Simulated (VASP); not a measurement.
Runs of VASP 6.6.1 on AlNi3. The structure is that of space group R-3m (No. 166), or close to it. The cells are those of the table. 

```csv
cell,further INCAR settings,gap on the mesh (eV),pressure (GPa),largest force (eV/Å)
"a = 3.803 Å, angles 68.1°, 4 atoms",ALGO = Fast; EDIFF = 1e-07; NBANDS = 24,none,8.5,0.35
"a = 3.933 Å, angles 62.7°, 4 atoms",ALGO = Fast; EDIFF = 1e-06; NBANDS = 24,none,(d),(c)
"a = 4.152 Å, angles 54.7°, 4 atoms",ALGO = Fast; EDIFF = 1e-06; NBANDS = 24,none,8.1,0.13
"a = 4.096 Å, angles 57.3°, 4 atoms",ALGO = Fast; EDIFF = 1e-06; NBANDS = 24,none,0.8,0.07
"a = 4.174 Å, angles 52.2°, 4 atoms",ALGO = Fast; EDIFF = 1e-06; NBANDS = 24,none,24.9,(a)
"a = 4.291 Å, angles 52.2°, 4 atoms",ALGO = Fast; EDIFF = 1e-06; NBANDS = 24,none,5.7,0.14
"a = 3.699 Å, angles 68.1°, 4 atoms",ALGO = Fast; EDIFF = 1e-06; NBANDS = 24,none,(b),0.46
```

Alike in all rows: task single point; level PBE; potentials or basis VASP PAW PBE potentials, release 64 (Al, Ni); no spin polarisation; k mesh 14 × 14 × 14; cutoff (eV) 520; smearing gaussian 0.15 eV.

Q: Fill in the values left out.

A: (a) 0.20; (b) 28.3; (c) 0.10; (d) 0.9.

A gap of «none» marks levels without a gap at the run's occupations.
